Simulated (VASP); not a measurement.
# SiSbTe3 (P-6m2) in VASP: notebook

Runs on SiSbTe3. Level: PBE. Tasks: single point, relaxation of cell and atoms.

All numbers are computed with VASP 6.6.1; they aren't measurements. Logs are shortened: lines on timing, memory, paths and dates and some standing lists are left out, and cuts for length are marked.

**1. The cell of the first run**

The structure is hexagonal, space group P-6m2 (No. 187). The conventional cell has a = 5.067 Å, b = 5.067 Å, c = 6.081 Å, α = 90.00°, β = 90.00°, γ = 120.00°. Within 4.0 Å of Si (site symmetry -6m2) lie 8 Te at 3.04 to 3.30 Å. Sb (site symmetry -6m2) has 9 Te at 2.93 to 3.29 Å within 3.9 Å. Within 4.0 Å of Te (site symmetry 3m) lie 5 Te at 3.03 to 3.29 Å and 3 Sb at 3.29 Å and 3 Si at 3.30 Å. Within 3.9 Å of Te (site symmetry -6m2) lie 3 Sb at 2.93 Å and 2 Si at 3.04 Å and 6 Te at 3.29 Å.

**2. Single point, PBE**

Contents of INCAR:

```
SYSTEM = SiSbTe3
ALGO = Normal ; EDIFF = 1E-7
ENCUT = 520 ; GGA = PE
ISIF = 2 ; ISMEAR = 0
LASPH = .True. ; LCHARG = .False.
LREAL = .False. ; LWAVE = .False.
NBANDS = 22 ; NELM = 80
PREC = Accurate ; SIGMA = 0.1
```

Contents of KPOINTS:

```
k-points
0
Gamma
  6 6 4
  0 0 0
```

Contents of POSCAR:

```
SiSbTe3
1.0
    5.0668498100      0.0000000000      0.0000000000
   -2.5334249000      4.3880206500      0.0000000000
    0.0000000000      0.0000000000      6.0812401700
Si Sb Te
1 1 3
Direct
    0.0000000000      0.0000000000      0.5000000000
    0.3333333300      0.6666666700      0.0000000000
    0.6666666700      0.3333333300      0.2489190000
    0.6666666700      0.3333333300      0.7510810000
    0.0000000000      0.0000000000      0.0000000000
```

Potentials or basis: VASP PAW PBE potentials, release 64 (Si, Sb, Te).

The run is started by

```bash
$ cat potpaw_PBE.64/Si/POTCAR potpaw_PBE.64/Sb/POTCAR potpaw_PBE.64/Te/POTCAR > POTCAR
$ mpirun -np 1 vasp_std > vasp.out
```

OUTCAR:

```text
SYSTEM = SiSbTe3
   EDIFF = 1E-7
   ENCUT = 520
   GGA = PE
   ISIF = 2
   ISMEAR = 0
   LASPH = .True.
   LREAL = .False.
   NELM = 80
   PREC = Accurate

 ion  position               nearest neighbor table
   1  0.000  0.000  0.500-   5 3.04   5 3.04   3 3.30   4 3.30   3 3.30   4 3.30   3 3.30   4 3.30

   2  0.333  0.667  0.000-   5 2.93   5 2.93   5 2.93   3 3.29   4 3.29   3 3.29   4 3.29   3 3.29
                             4 3.29
   3  0.667  0.333  0.249-   4 3.03   4 3.05   5 3.29   2 3.29   2 3.29   5 3.29   5 3.29   2 3.29
                             1 3.30   1 3.30   1 3.30
   4  0.667  0.333  0.751-   3 3.03   3 3.05   5 3.29   2 3.29   2 3.29   5 3.29   5 3.29   2 3.29
                             1 3.30   1 3.30   1 3.30
   5  0.000  0.000  0.000-   2 2.93   2 2.93   2 2.93   1 3.04   1 3.04   3 3.29   4 3.29   4 3.29
                             3 3.29   4 3.29   3 3.29

  LATTYP: Found a hexagonal cell.
 ALAT       =     5.0668498100
 C/A-ratio  =     1.2002013871

  Lattice vectors:

 A1 = (   5.0668498100,   0.0000000000,   0.0000000000)
 A2 = (  -2.5334249000,   4.3880206500,   0.0000000000)
 A3 = (   0.0000000000,   0.0000000000,   6.0812401700)

Analysis of symmetry for initial positions (statically):
=====================================================================
 Subroutine PRICEL returns:
 Original cell was already a primitive cell.

 Routine SETGRP: Setting up the symmetry group for a
 hexagonal supercell.

 Subroutine GETGRP returns: Found 12 space group operations
 (whereof 12 operations were pure point group operations)
 out of a pool of 24 trial point group operations.

The static configuration has the point symmetry D_3h.

Analysis of symmetry for dynamics (positions and initial velocities):
=====================================================================
 Subroutine PRICEL returns:
 Original cell was already a primitive cell.

 Routine SETGRP: Setting up the symmetry group for a
 hexagonal supercell.

 Subroutine GETGRP returns: Found 12 space group operations
 (whereof 12 operations were pure point group operations)
 out of a pool of 24 trial point group operations.

The dynamic configuration has the point symmetry D_3h.

 Subroutine INISYM returns: Found 12 space group operations
 (whereof 12 operations are pure point group operations),
 and found     1 'primitive' translations

----------------------------------------------------------------------------------------

                                     Primitive cell

  volume of cell :     135.2069

  direct lattice vectors                    reciprocal lattice vectors
     5.066849810  0.000000000  0.000000000     0.197361287  0.113946592  0.000000000
    -2.533424900  4.388020650  0.000000000     0.000000000  0.227893185  0.000000000
     0.000000000  0.000000000  6.081240170     0.000000000  0.000000000  0.164440142

  length of vectors
     5.066849810  5.066849805  6.081240170     0.227893184  0.227893185  0.164440142

  position of ions in fractional coordinates (direct lattice)
     0.000000000  0.000000000  0.500000000
     0.333333330  0.666666670  0.000000000
     0.666666670  0.333333330  0.248919000
     0.666666670  0.333333330  0.751081000
     0.000000000  0.000000000  0.000000000

  ion indices of the primitive-cell ions
   primitive index   ion index
                 1           1
                 2           2
                 3           3
                 4           4
                 5           5

----------------------------------------------------------------------------------------

 KPOINTS: k-points

Automatic generation of k-mesh.
 Grid dimensions read from file:
 generate k-points for:    6    6    4

 Generating k-lattice:

  Cartesian coordinates                     Fractional coordinates (reciprocal lattice)
     0.032893548  0.018991099  0.000000000     0.166666667 -0.000000000  0.000000000
     0.000000000  0.037982197  0.000000000     0.000000000  0.166666667  0.000000000
     0.000000000  0.000000000  0.041110036     0.000000000  0.000000000  0.250000000

  Length of vectors
     0.037982197  0.037982197  0.041110036

  Shift w.r.t. Gamma in fractional coordinates (k-lattice)
     0.000000000  0.000000000  0.000000000

 Subroutine IBZKPT returns following result:
 ===========================================

 Found     21 irreducible k-points:

 Following reciprocal coordinates:
            Coordinates               Weight
  0.000000  0.000000  0.000000      1.000000
  0.166667  0.000000  0.000000      6.000000
  0.333333 -0.000000  0.000000      6.000000
  0.500000  0.000000  0.000000      3.000000
  0.166667  0.166667  0.000000      6.000000
  0.333333  0.166667  0.000000     12.000000
[... 13 lines left out ...]
  0.333333  0.166667  0.500000     12.000000
  0.333333  0.333333  0.500000      2.000000
   k-points           NKPTS =     21   k-points in BZ     NKDIM =     21   number of bands    NBANDS=     22
   number of dos      NEDOS =    301   number of ions     NIONS =      5
   total plane-waves  NPLWV =  76800
   dimension x,y,z NGX =    40 NGY =   40 NGZ =   48
   dimension x,y,z NGXF=    80 NGYF=   80 NGZF=   96
   ions per type =               1   1   3
   NGX,Y,Z   is equivalent  to a cutoff of  13.12, 13.12, 13.12 a.u.
   NGXF,Y,Z  is equivalent  to a cutoff of  26.25, 26.25, 26.24 a.u.
 SYSTEM =  SiSbTe3
   PREC   = accura    normal or accurate (medium, high low for compatibility)
   ISTART =      0    job   : 0-new  1-cont  2-samecut
   ICHARG =      2    charge: 1-file 2-atom 10-const
   ISPIN  =      1    spin polarized calculation?
   LNONCOLLINEAR =      F non collinear calculations
   LSORBIT =      F    spin-orbit coupling
   LASPH  =      T    aspherical Exc in radial PAW
   ENCUT  =  520.0 eV  38.22 Ry    6.18 a.u.   9.42  9.42 11.31*2*pi/ulx,y,z
   NELM   =     80;   NELMIN=  2; NELMDL= -5     # of ELM steps
   EDIFF  = 0.1E-06   stopping-criterion for ELM
   LREAL  =      F    real-space projection
   EDIFFG = 0.1E-05   stopping-criterion for IOM
   NSW    =      0    number of steps for IOM
   IBRION =     -1    ionic relax: 0-MD 1-quasi-New 2-CG
   NFREE  =      0    steps in history (QN), initial steepest desc. (CG)
   ISIF   =      2    stress and relaxation
   ISYM   =      2    0-nonsym 1-usesym 2-fastsym
   POTIM  = 0.5000    time-step for ionic-motion
   TEBEG  =    0.0;   TEEND  =   0.0 temperature during run
   PSTRESS=    0.0 pullay stress
   NELECT =      27.0000    total number of electrons
   NUPDOWN=      -1.0000    fix difference up-down
   EMIN   =  10.00;   EMAX   =-10.00  energy-range for DOS
   EFERMI =   0.00;   METHOD = LEGACY
   ISMEAR =     0;   SIGMA  =   0.10  broadening in eV -4-tet -1-fermi 0-gaus
   EFERMI_NEDOS =   21; number of points for ismear=-14 and -15
   IALGO  =     38    algorithm
   IMIX   =      4    mixing-type and parameters
     AMIX     =   0.40;   BMIX     =  1.00
     AMIX_MAG =   1.60;   BMIX_MAG =  1.00
  volume/ion in A,a.u.               =      27.04       182.48
  Fermi-wavevector in a.u.,A,eV,Ry     =   0.956892  1.808265 12.458082  0.915643
  Thomas-Fermi vector in A             =   2.085861
   LORBIT       =      0    0 simple, 1 ext, 2 COOP (PROOUT), +10 PAW based schemes
   GGA     = PE    functional components
   LHFCALC =     F    Hartree Fock is set to
   AEXX    =    0.0000 exact exchange contribution
   IVDW    =     0    specifies the selected vdW correction
   LEPSILON=     F    determine dielectric tensor
   LRPA    =     F    only Hartree local field effects (RPA)
 non-spin polarized calculation
 Gauss-broadening in eV      SIGMA  =   0.10
  energy-cutoff  :      520.00
  volume of cell :      135.21
 maximum number of plane-waves:      3670
 NGX is ok and might be reduce to    40
   NGX = 19   NGY = 19   NGZ = 23

 number of electron      27.0000001 magnetization

 Free energy of the ion-electron system (eV)
  ---------------------------------------------------
  ext. energy  EPLUGINS =         0.00000000
  ---------------------------------------------------
  free energy    TOTEN  =       -15.61514406 eV

  energy without entropy =      -15.59706176  energy(sigma->0) =      -15.60610291

 E-fermi :   7.8144     XC(G=0):  -9.7943

 val. band max:        7.8061078133   @ k =   0.0000   0.0000   0.5000
 cond. band min:       7.8189252429   @ k =   0.3333  -0.0000   0.0000
 fundamental gap:      0.0128174296
 Fermi energy:         7.8143749831

 k-point     1 :       0.0000    0.0000    0.0000
  band No.  band energies     occupation
      1      -6.8158      2.00000
      2      -3.0892      2.00000
      3      -2.9065      2.00000
      4      -0.2755      2.00000
      5       1.1188      2.00000
      6       2.8565      2.00000
[... 14 lines left out ...]
     21      11.6152      0.00000
     22      12.7235      0.00000

 k-point     2 :       0.1667    0.0000    0.0000
  band No.  band energies     occupation
      1      -6.6253      2.00000
      2      -3.2923      2.00000
      3      -2.8225      2.00000
      4      -0.7183      2.00000
      5       0.6062      2.00000
      6       2.1148      2.00000
[... 14 lines left out ...]
     21      12.7553      0.00000
     22      12.9622      0.00000

 k-point     3 :       0.3333   -0.0000    0.0000
  band No.  band energies     occupation
      1      -6.0863      2.00000
      2      -3.9509      2.00000
      3      -2.6375      2.00000
      4      -1.5007      2.00000
      5       0.4510      2.00000
      6       1.4800      2.00000
[... 14 lines left out ...]
     21      12.4467      0.00000
     22      13.3894      0.00000

 k-point     4 :       0.5000    0.0000    0.0000
  band No.  band energies     occupation
      1      -5.5480      2.00000
      2      -4.6002      2.00000
      3      -2.5343      2.00000
      4      -1.7884      2.00000
      5       0.6161      2.00000
      6       1.2615      2.00000
[... 14 lines left out ...]
     21      12.9512      0.00000
     22      14.4035      0.00000

 k-point     5 :       0.1667    0.1667    0.0000
  band No.  band energies     occupation
      1      -6.2578      2.00000
      2      -3.6948      2.00000
      3      -2.6867      2.00000
      4      -1.4492      2.00000
      5       0.2639      2.00000
      6       2.3107      2.00000
[... 14 lines left out ...]
     21      12.4872      0.00000
     22      13.0494      0.00000

 k-point     6 :       0.3333    0.1667    0.0000
  band No.  band energies     occupation
      1      -5.6266      2.00000
      2      -4.3795      2.00000
      3      -2.5367      2.00000
      4      -2.1663      2.00000
      5       0.4779      2.00000
      6       1.5681      2.00000
[... 14 lines left out ...]
     21      12.6871      0.00000
     22      13.6365      0.00000

 k-point     7 :       0.3333    0.3333    0.0000
  band No.  band energies     occupation
      1      -5.2309      2.00000
      2      -4.6546      2.00000
      3      -2.6731      2.00000
      4      -2.4850      2.00000
      5       0.7943      2.00000
      6       1.1307      2.00000
[... 249 lines left out ...]
      6       1.7249      2.00000
[... 14 lines left out ...]
     21      13.2446      0.00000
     22      13.7131      0.00000

 k-point    18 :       0.5000    0.0000    0.5000
  band No.  band energies     occupation
      1      -5.1015      2.00000
      2      -4.3366      2.00000
      3      -4.0368      2.00000
      4      -1.5203      2.00000
      5      -0.3425      2.00000
      6       1.5013      2.00000
[... 14 lines left out ...]
     21      13.4218      0.00000
     22      13.6788      0.00000

 k-point    19 :       0.1667    0.1667    0.5000
  band No.  band energies     occupation
      1      -5.9352      2.00000
      2      -4.2231      2.00000
      3      -3.1510      2.00000
      4      -1.2652      2.00000
      5       0.1664      2.00000
      6       2.5340      2.00000
[... 14 lines left out ...]
     21      13.0801      0.00000
     22      14.0775      0.00000

 k-point    20 :       0.3333    0.1667    0.5000
  band No.  band energies     occupation
      1      -5.2220      2.00000
      2      -4.0394      2.00000
      3      -4.0218      2.00000
      4      -2.0301      2.00000
      5      -0.2983      2.00000
      6       2.4500      2.00000
[... 14 lines left out ...]
     21      13.3488      0.00000
     22      13.3933      0.00000

 k-point    21 :       0.3333    0.3333    0.5000
  band No.  band energies     occupation
      1      -4.5484      2.00000
      2      -4.5452      2.00000
      3      -3.9732      2.00000
      4      -2.6259      2.00000
      5      -0.4119      2.00000
      6       2.8823      2.00000
[... 14 lines left out ...]
     21      13.5614      0.00000
     22      13.6220      0.00000

------------------------ aborting loop because EDIFF is reached ----------------------------------------

  FORCE on cell =-STRESS in cart. coord.  units (eV):
  Direction    XX          YY          ZZ          XY          YZ          ZX
  --------------------------------------------------------------------------------------
  -------------------------------------------------------------------------------------
  Total        7.5571318      7.5571318      3.2688224      0.0000000      0.0000000      0.0000000
  in kB       89.5506469     89.5506468     38.7349557      0.0000001      0.0000000      0.0000000
  external PRESSURE =      72.6120832 kB  Pullay stress =       0.0000000 kB

 VOLUME and BASIS-vectors are now :
 -----------------------------------------------------------------------------
  energy-cutoff  :      520.00
  volume of cell :      135.21
      direct lattice vectors                 reciprocal lattice vectors
     5.066849810  0.000000000  0.000000000     0.197361287  0.113946592  0.000000000
    -2.533424900  4.388020650  0.000000000     0.000000000  0.227893185  0.000000000
     0.000000000  0.000000000  6.081240170     0.000000000  0.000000000  0.164440142

 POSITION                                       TOTAL-FORCE (eV/Angst)
 -----------------------------------------------------------------------------------
      0.00000      0.00000      3.04062         0.000000      0.000000     -0.000000
     -0.00000      2.92535      0.00000         0.000000      0.000000     -0.000000
      2.53342      1.46267      1.51374        -0.000000      0.000000      1.355801
      2.53342      1.46267      4.56750         0.000000     -0.000000     -1.355801
      0.00000      0.00000      0.00000         0.000000      0.000000     -0.000000
 -----------------------------------------------------------------------------------
    total drift:                               -0.000013      0.000008     -0.000000

  FREE ENERGIE OF THE ION-ELECTRON SYSTEM (eV)
  ---------------------------------------------------
  free  energy   TOTEN  =       -15.6151440576 eV

  energy  without entropy=      -15.5970617564  energy(sigma->0) =      -15.60610291
```

Run time: 57 s. Hardware: 1 thread of Intel Xeon Platinum 8259CL at 2.50GHz (Skylake/Cascade Lake), shared host; peak memory 0.29 GiB.

What came out:

| Property | Result |
| --- | --- |
| Free energy | -15.6151 eV |
| Pressure | 7.3 GPa |
| Largest force | 1.356 eV/Å |

Forces on the atoms (eV/Å):
```
Si   0.000  0.000  0.000
Sb   0.000  0.000  0.000
Te   0.000  0.000  1.356
Te   0.000  0.000 -1.356
Te   0.000  0.000  0.000
```

Caveat: spin-orbit coupling is left out, which moves the levels of the heavy elements; forces of over 1 eV/Å act on the atoms, so gaps and moduli don't describe the material at rest.

**3. Single point, PBE**

This run uses another cell than the first one, of 30.55 Å³/atom, 1.130 times its volume.

Contents of INCAR:

```
PREC     = Accurate       # precision mode
ENCUT    = 520            # plane-wave cutoff, eV
EDIFF    = 1E-6           # SCF threshold, eV
ISMEAR   = 0              # smearing method
SIGMA    = 0.1            # smearing width, eV
LREAL    = False          # projectors in reciprocal space
LASPH    = True           # aspherical terms in the spheres
NELM     = 60             # most SCF steps
ALGO     = Normal         # electronic algorithm
ISIF     = 2              # what is computed and relaxed
LWAVE    = False          # write WAVECAR
LCHARG   = False          # write CHGCAR
GGA      = PE             # functional
NBANDS   = 22             # bands
```

Contents of KPOINTS:

```
Automatic mesh
0
Gamma
  6 6 4
```

Contents of POSCAR:

```
SiSbTe3
1.0
    5.3200603014     -0.0000000030      0.0000000000
   -2.6600301481      4.6073073722      0.0000000000
    0.0000000000      0.0000000000      6.2319209543
Si Sb Te
1 1 3
Direct
    0.0000000000      0.0000000000      0.5000000000
    0.3333333333      0.6666666667      0.0000000000
    0.6666666667      0.3333333333      0.2703155841
    0.6666666667      0.3333333333      0.7296844159
    0.0000000000      0.0000000000      0.0000000000
```

Potentials or basis: VASP PAW PBE potentials, release 64 (Si, Sb, Te).

The run is started by

```bash
$ cat potpaw_PBE.64/Si/POTCAR potpaw_PBE.64/Sb/POTCAR potpaw_PBE.64/Te/POTCAR > POTCAR
$ mpirun -np 1 vasp_std > vasp.out
```

Wall time 56 s (1 thread of Intel Xeon Platinum 8259CL at 2.50GHz (Skylake/Cascade Lake), shared host); peak memory 0.29 GiB.

It converged, with:

| Item | Value |
| --- | --- |
| Free energy | -16.1556 eV |
| Pressure | 0.0 GPa |
| Largest force | 0.010 eV/Å |

Forces in eV/Å, atoms in the order of the input:
```
Si   0.000  0.000  0.000
Sb   0.000  0.000  0.000
Te   0.000  0.000  0.010
Te   0.000  0.000 -0.010
Te   0.000  0.000  0.000
```

Levels at points of the mesh, in eV from the Fermi level:
| k point | band 10 | band 11 | band 12 | band 13 | band 14 | band 15 | band 16 | band 17 | band 18 | band 19 |
| --- | --- | --- | --- | --- | --- | --- | --- | --- | --- | --- |
| (0.00, 0.00, 0.00) | -3.46 | -3.46 | -1.13 | -1.13 | 0.00 | 0.00 | 0.04 | 1.97 | 1.97 | 2.45 |
| (0.50, 0.00, 0.00) | -1.86 | -1.62 | -1.45 | -0.89 | 0.87 | 1.17 | 1.78 | 1.89 | 2.24 | 2.86 |
| (0.00, 0.00, 0.50) | -3.00 | -2.94 | -2.94 | -1.47 | -0.28 | 0.29 | 0.29 | 0.29 | 1.24 | 3.03 |
| (0.50, 0.00, 0.50) | -2.41 | -1.55 | -1.10 | 0.08 | 0.10 | 0.77 | 0.79 | 1.26 | 1.81 | 1.96 |

Caveat: spin-orbit coupling is left out, which moves the levels of the heavy elements.

[end of part 1 of 2]
